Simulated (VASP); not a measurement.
# Bi (P6_3/mmc) in VASP: further runs, part 2 of 2

VASP 6.6.1. The steps go on from the part before.

**3. Single point, PBEsol (equal xx and yy strain of +3 %)**

INCAR reads:

```
SYSTEM = Bi
PREC = Accurate
ENCUT = 520
EDIFF = 1E-6
ISMEAR = -1
SIGMA = 0.03
LREAL = .FALSE.
LASPH = .TRUE.
NELM = 80
ALGO = Normal
ISIF = 2
LWAVE = .FALSE.
LCHARG = .FALSE.
GGA = PS
NBANDS = 22
```

KPOINTS reads:

```
regular mesh
0
G
  9 9 3
  0 0 0
```

POSCAR reads:

```
Bi
1.0
    4.6751703087      0.0000000000      0.0000000000
   -2.3375851544      4.0488162544      0.0000000000
    0.0000000000      0.0000000000     11.8290000000
Bi
2
Direct
    0.3333333333      0.6666666667      0.2500000000
    0.6666666667      0.3333333333      0.7500000000
```

Potentials or basis: VASP PAW PBE potentials, release 64 (Bi_d).

The run is started by

```bash
$ cat potpaw_PBE.64/Bi_d/POTCAR > POTCAR
$ mpirun -np 1 vasp_std > vasp.out
```

OUTCAR:

```text
SYSTEM = Bi
   PREC = Accurate
   ENCUT = 520
   EDIFF = 1E-6
   ISMEAR = -1
   LREAL = .FALSE.
   LASPH = .TRUE.
   NELM = 80
   ISIF = 2
   GGA = PS

 ion  position               nearest neighbor table
   1  0.333  0.667  0.250-
   2  0.667  0.333  0.750-

  LATTYP: Found a hexagonal cell.
 ALAT       =     4.6751703087
 C/A-ratio  =     2.5301752062

  Lattice vectors:

 A1 = (   4.6751703087,   0.0000000000,   0.0000000000)
 A2 = (  -2.3375851544,   4.0488162544,   0.0000000000)
 A3 = (   0.0000000000,   0.0000000000,  11.8290000000)

Analysis of symmetry for initial positions (statically):
=====================================================================
 Subroutine PRICEL returns:
 Original cell was already a primitive cell.

 Routine SETGRP: Setting up the symmetry group for a
 hexagonal supercell.

 Subroutine GETGRP returns: Found 24 space group operations
 (whereof 12 operations were pure point group operations)
 out of a pool of 24 trial point group operations.

The static configuration has the point symmetry D_3d.
 The point group associated with its full space group is D_6h.

Analysis of symmetry for dynamics (positions and initial velocities):
=====================================================================
 Subroutine PRICEL returns:
 Original cell was already a primitive cell.

 Routine SETGRP: Setting up the symmetry group for a
 hexagonal supercell.

 Subroutine GETGRP returns: Found 24 space group operations
 (whereof 12 operations were pure point group operations)
 out of a pool of 24 trial point group operations.

The dynamic configuration has the point symmetry D_3d.
 The point group associated with its full space group is D_6h.

 Subroutine INISYM returns: Found 24 space group operations
 (whereof 12 operations are pure point group operations),
 and found     1 'primitive' translations

----------------------------------------------------------------------------------------

                                     Primitive cell

  volume of cell :     223.9100

  direct lattice vectors                    reciprocal lattice vectors
     4.675170309  0.000000000  0.000000000     0.213895951  0.123492885  0.000000000
    -2.337585154  4.048816254  0.000000000     0.000000000  0.246985770  0.000000000
     0.000000000  0.000000000 11.829000000     0.000000000  0.000000000  0.084538000

  length of vectors
     4.675170309  4.675170309 11.829000000     0.246985770  0.246985770  0.084538000

  position of ions in fractional coordinates (direct lattice)
     0.333333333  0.666666667  0.250000000
     0.666666667  0.333333333  0.750000000

  ion indices of the primitive-cell ions
   primitive index   ion index
                 1           1
                 2           2

----------------------------------------------------------------------------------------

 KPOINTS: regular mesh

Automatic generation of k-mesh.
 Grid dimensions read from file:
 generate k-points for:    9    9    3

 Generating k-lattice:

  Cartesian coordinates                     Fractional coordinates (reciprocal lattice)
     0.023766217  0.013721432  0.000000000     0.111111111  0.000000000  0.000000000
     0.000000000  0.027442863  0.000000000     0.000000000  0.111111111  0.000000000
     0.000000000  0.000000000  0.028179333     0.000000000  0.000000000  0.333333333

  Length of vectors
     0.027442863  0.027442863  0.028179333

  Shift w.r.t. Gamma in fractional coordinates (k-lattice)
     0.000000000  0.000000000  0.000000000

 Subroutine IBZKPT returns following result:
 ===========================================

 Found     24 irreducible k-points:

 Following reciprocal coordinates:
            Coordinates               Weight
  0.000000  0.000000  0.000000      1.000000
  0.111111  0.000000  0.000000      6.000000
  0.222222  0.000000  0.000000      6.000000
  0.333333 -0.000000  0.000000      6.000000
  0.444444  0.000000  0.000000      6.000000
  0.111111  0.111111  0.000000      6.000000
[... 16 lines left out ...]
  0.333333  0.222222  0.333333     24.000000
  0.333333  0.333333  0.333333      4.000000
   k-points           NKPTS =     24   k-points in BZ     NKDIM =     24   number of bands    NBANDS=     22
   number of dos      NEDOS =    301   number of ions     NIONS =      2
   total plane-waves  NPLWV = 116640
   dimension x,y,z NGX =    36 NGY =   36 NGZ =   90
   dimension x,y,z NGXF=    72 NGYF=   72 NGZF=  180
   ions per type =               2
   NGX,Y,Z   is equivalent  to a cutoff of  12.80, 12.80, 12.65 a.u.
   NGXF,Y,Z  is equivalent  to a cutoff of  25.60, 25.60, 25.30 a.u.
 SYSTEM =  Bi
   PREC   = accura    normal or accurate (medium, high low for compatibility)
   ISTART =      0    job   : 0-new  1-cont  2-samecut
   ICHARG =      2    charge: 1-file 2-atom 10-const
   ISPIN  =      1    spin polarized calculation?
   LNONCOLLINEAR =      F non collinear calculations
   LSORBIT =      F    spin-orbit coupling
   LASPH  =      T    aspherical Exc in radial PAW
   ENCUT  =  520.0 eV  38.22 Ry    6.18 a.u.   8.69  8.69 21.99*2*pi/ulx,y,z
   NELM   =     80;   NELMIN=  2; NELMDL= -5     # of ELM steps
   EDIFF  = 0.1E-05   stopping-criterion for ELM
   LREAL  =      F    real-space projection
   EDIFFG = 0.1E-04   stopping-criterion for IOM
   NSW    =      0    number of steps for IOM
   IBRION =     -1    ionic relax: 0-MD 1-quasi-New 2-CG
   NFREE  =      0    steps in history (QN), initial steepest desc. (CG)
   ISIF   =      2    stress and relaxation
   ISYM   =      2    0-nonsym 1-usesym 2-fastsym
   POTIM  = 0.5000    time-step for ionic-motion
   TEBEG  =    0.0;   TEEND  =   0.0 temperature during run
   PSTRESS=    0.0 pullay stress
   NELECT =      30.0000    total number of electrons
   NUPDOWN=      -1.0000    fix difference up-down
   EMIN   =  10.00;   EMAX   =-10.00  energy-range for DOS
   EFERMI =   0.00;   METHOD = LEGACY
   ISMEAR =    -1;   SIGMA  =   0.03  broadening in eV -4-tet -1-fermi 0-gaus
   EFERMI_NEDOS =   21; number of points for ismear=-14 and -15
   IALGO  =     38    algorithm
   IMIX   =      4    mixing-type and parameters
     AMIX     =   0.40;   BMIX     =  1.00
     AMIX_MAG =   1.60;   BMIX_MAG =  1.00
  volume/ion in A,a.u.               =     111.96       755.51
  Fermi-wavevector in a.u.,A,eV,Ry     =   0.837704  1.583032  9.547868  0.701748
  Thomas-Fermi vector in A             =   1.951638
   LORBIT       =      0    0 simple, 1 ext, 2 COOP (PROOUT), +10 PAW based schemes
   GGA     = PS    functional components
   LHFCALC =     F    Hartree Fock is set to
   AEXX    =    0.0000 exact exchange contribution
   IVDW    =     0    specifies the selected vdW correction
   LEPSILON=     F    determine dielectric tensor
   LRPA    =     F    only Hartree local field effects (RPA)
 non-spin polarized calculation
  energy-cutoff  :      520.00
  volume of cell :      223.91
 maximum number of plane-waves:      6051
 NGX is ok and might be reduce to    36
   NGX = 17   NGY = 17   NGZ = 43

 number of electron      30.0000013 magnetization

 Free energy of the ion-electron system (eV)
  ---------------------------------------------------
  ext. energy  EPLUGINS =         0.00000000
  ---------------------------------------------------
  free energy    TOTEN  =        -2.99345871 eV

  energy without entropy =       -2.96847642  energy(sigma->0) =       -2.98096756

 E-fermi :  -1.3653     XC(G=0):  -5.2637

 val. band max:       -1.3714028550   @ k =   0.3333   0.1111   0.3333
 cond. band min:      -1.3636304145   @ k =   0.4444   0.0000   0.0000
 fundamental gap:      0.0077724405
 Fermi energy:        -1.3653262095

 k-point     1 :       0.0000    0.0000    0.0000
  band No.  band energies     occupation
      1     -24.1352      2.00000
      2     -24.1352      2.00000
      3     -24.1328      2.00000
      4     -24.1328      2.00000
      5     -24.1328      2.00000
      6     -24.1328      2.00000
[... 14 lines left out ...]
     21       4.2404      0.00000
     22       4.4291      0.00000
[... 552 lines left out ...]
  band No.  band energies     occupation
      1     -24.1339      2.00000
      2     -24.1339      2.00000
      3     -24.1339      2.00000
      4     -24.1339      2.00000
      5     -24.1323      2.00000
      6     -24.1323      2.00000
[... 14 lines left out ...]
     21       4.1476      0.00000
     22       4.6648      0.00000

------------------------ aborting loop because EDIFF is reached ----------------------------------------

  FORCE on cell =-STRESS in cart. coord.  units (eV):
  Direction    XX          YY          ZZ          XY          YZ          ZX
  --------------------------------------------------------------------------------------
  -------------------------------------------------------------------------------------
  Total       -6.3469285     -6.3469285     -0.5768354      0.0000000     -0.0000000      0.0000000
  in kB      -45.4151395    -45.4151395     -4.1275175      0.0000000     -0.0000000      0.0000000
  external PRESSURE =     -31.6525989 kB  Pullay stress =       0.0000000 kB

 VOLUME and BASIS-vectors are now :
 -----------------------------------------------------------------------------
  energy-cutoff  :      520.00
  volume of cell :      223.91
      direct lattice vectors                 reciprocal lattice vectors
     4.675170309  0.000000000  0.000000000     0.213895951  0.123492885  0.000000000
    -2.337585154  4.048816254  0.000000000     0.000000000  0.246985770  0.000000000
     0.000000000  0.000000000 11.829000000     0.000000000  0.000000000  0.084538000

 POSITION                                       TOTAL-FORCE (eV/Angst)
 -----------------------------------------------------------------------------------
     -0.00000      2.69921      2.95725         0.000000      0.000000      0.000000
      2.33759      1.34961      8.87175        -0.000000      0.000000      0.000000
 -----------------------------------------------------------------------------------
    total drift:                                0.000000     -0.000000      0.000000

  FREE ENERGIE OF THE ION-ELECTRON SYSTEM (eV)
  ---------------------------------------------------
  free  energy   TOTEN  =        -2.9934587095 eV

  energy  without entropy=       -2.9684764158  energy(sigma->0) =       -2.98096756
```

stdout:

```text
POSCAR found type information on POSCAR Bi
 POSCAR found :  1 types and       2 ions
 scaLAPACK will be used
 -----------------------------------------------------------------------------
|                                                                             |
|                                                                             |
|     You enforced a specific xc type in the INCAR file but a different       |
|     I HOPE YOU KNOW WHAT YOU ARE DOING!                                     |
|                                                                             |
 -----------------------------------------------------------------------------

 LDA part: xc-table for (Slater+PW92), standard interpolation
 POSCAR, INCAR and KPOINTS ok, starting setup
 FFT: planning ... GRIDC
 FFT: planning ... GRID_SOFT
 FFT: planning ... GRID
 WAVECAR not read
 entering main loop
```

It took 73 s on 1 thread of Intel Xeon Platinum 8259CL at 2.50GHz (Skylake/Cascade Lake), shared host; peak memory 0.37 GiB.

Results:

```
Free energy            : -2.9935 eV
Pressure               : -3.2 GPa
Band gap on the k mesh : zero (bands 15 and 16 overlap by 1.83 eV)
```

Levels at points of the mesh, in eV from the Fermi level:
| k point | band 12 | band 13 | band 14 | band 15 | band 16 | band 17 | band 18 | band 19 |
| --- | --- | --- | --- | --- | --- | --- | --- | --- |
| (0.00, 0.00, 0.00) | -10.27 | -0.74 | -0.25 | 1.21 | 1.21 | 1.22 | 1.22 | 2.98 |

Caveat: the cell differs from its parent crystal (equal xx and yy strain of +3 %); the cell stands under tension; the PAW data sets were made with another functional, which shifts forces and pressure a little; spin-orbit coupling is left out, which moves the levels of the heavy elements.
